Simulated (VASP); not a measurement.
A run of VASP 6.6.1 is set up as follows.

INCAR

```
SYSTEM = Na
  PREC = Accurate
  ENCUT = 520
  EDIFF = 1E-6
  ISMEAR = -1
  SIGMA = 0.15
  LREAL = Auto
  LASPH = .TRUE.
  NELM = 80
  ALGO = Normal
  ISIF = 2
  LWAVE = .FALSE.
  LCHARG = .FALSE.
  GGA = PS
  NBANDS = 102
```

Contents of KPOINTS:

```
Automatic mesh
0
G
  2 1 1
  0 0 0
```

POSCAR

```
Na
1.0
    8.4600000000      0.0000000000      0.0000000000
    0.0000000000     12.6900000000      0.0000000000
    0.0000000000      0.0000000000     18.3450000000
Na
24
Direct
    0.2500000000      0.1666666667      0.0545107659
    0.7500000000      0.1666666667      0.0545107659
    0.2500000000      0.5000000000      0.0545107659
    0.7500000000      0.5000000000      0.0545107659
    0.2500000000      0.8333333333      0.0545107659
    0.7500000000      0.8333333333      0.0545107659
    0.7495508274     -0.1993380615      0.2511310984
    0.6782269504      0.0107801418      0.4636413192
    0.1030732861      0.2861150512      0.2556445898
    0.7601773050      0.5501103231      0.2974434451
   -0.0273049645      0.6389834515      0.2245243936
    0.0899527187      0.5308825847      0.3893485963
    0.2839479905     -0.1545311269      0.3472662851
    0.7387115839      0.4319779354      0.5000708640
   -0.0916430260      0.8193380615      0.4584191878
    0.1355673759      0.3272498030      0.4592641047
    0.5976359338      1.1698660362      0.9425729081
    0.5258983452      0.9859416864      0.6380866721
   -0.9761229314      0.4953349094      0.5967184519
    1.0371158392     -0.0980220646      0.9126683020
    0.3756619385      0.6978171789      0.5399563914
   -0.0172931442      0.7503624901      0.5945053148
   -0.5811820331      0.5210480693      0.4648242028
    0.1851536643      0.9502758077      0.5575415645
```

Potentials or basis: VASP PAW PBE potentials, release 64 (Na_pv).

Command:

```sh
$ cat potpaw_PBE.64/Na_pv/POTCAR > POTCAR
$ mpirun -np 1 vasp_std > vasp.out
```

Task: Estimate the largest force.

Result: 1.507 eV/Å.

Task: Predict the band gap on the k mesh.

Result: Zero (bands 84 and 85 overlap by 0.11 eV).

Forces in eV/Å, atoms in the order of the input:
```
Na  -0.066  0.003  0.045
Na   0.743 -0.015  1.175
Na  -0.020 -0.015  0.121
Na   0.017 -0.018  0.127
Na   0.050 -0.080  0.183
Na   0.030 -0.025  0.003
Na  -0.399  0.593  0.168
Na  -0.148  0.200 -0.063
Na  -0.055  0.141 -0.083
Na  -0.976 -0.662  0.577
Na   1.228  0.098 -0.868
Na  -0.137  0.490 -0.097
Na   0.010 -0.101  0.061
Na   0.092 -0.154 -0.103
Na  -0.100 -0.238 -0.796
Na   0.034 -0.636  0.148
Na  -0.653 -0.007 -1.050
Na   0.137 -0.072  0.056
Na   0.279  0.015  0.088
Na  -0.065  0.133 -0.003
Na  -0.006  0.677  0.305
Na  -0.110 -0.267  0.627
Na   0.073 -0.406 -0.434
Na   0.039  0.345 -0.188
```

Caveat: the k points lie up to 0.50 Å⁻¹ apart; the atoms stand as in a frame of molecular dynamics; the PAW data sets were made with another functional, which shifts forces and pressure a little.
